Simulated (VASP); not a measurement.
Here is a VASP 6.6.1 calculation.

File INCAR:

```
SYSTEM = ScAl2Sb2As
PREC = Accurate
ENCUT = 520
EDIFF = 1E-7
ISMEAR = 0
SIGMA = 0.1
LREAL = .FALSE.
LASPH = .TRUE.
NELM = 80
ALGO = Normal
ISIF = 2
LWAVE = .FALSE.
LCHARG = .FALSE.
GGA = PE
NBANDS = 25
```

File KPOINTS:

```
Automatic mesh
0
G
  6 6 4
  0 0 0
```

File POSCAR:

```
ScAl2Sb2As
1.0
    4.8864837000      0.0000000000      0.0000000000
   -2.4432418500      4.2318190200      0.0000000000
    0.0000000000      0.0000000000      6.5911291800
Sc Al Sb As
1 2 2 1
Direct
    0.0000000000      0.0000000000      0.0000000000
    0.3333333300      0.6666666700      0.0000000000
    0.6666666700      0.3333333300      0.0000000000
    0.3333333300      0.6666666700      0.5000000000
    0.6666666700      0.3333333300      0.5000000000
    0.0000000000      0.0000000000      0.5000000000
```

Potentials or basis: VASP PAW PBE potentials, release 64 (Sc_sv, Al, Sb, As).

Command:

```sh
$ cat potpaw_PBE.64/Sc_sv/POTCAR potpaw_PBE.64/Al/POTCAR potpaw_PBE.64/Sb/POTCAR potpaw_PBE.64/As/POTCAR > POTCAR
$ mpirun -np 1 vasp_std > vasp.out
```

Q: What does it give for the band gap on the k mesh?

A: Zero (band 16 reaches 7.19 eV, above the bottom of band 17 at 5.87 eV).

Q: What does it give for the pressure?

A: 8.0 GPa.

Stress tensor (GPa, compression positive):
```
 17.07   0.00   0.00
  0.00  17.07   0.00
  0.00   0.00 -10.18
```

Caveat: spin-orbit coupling is left out, which moves the levels of the heavy elements.
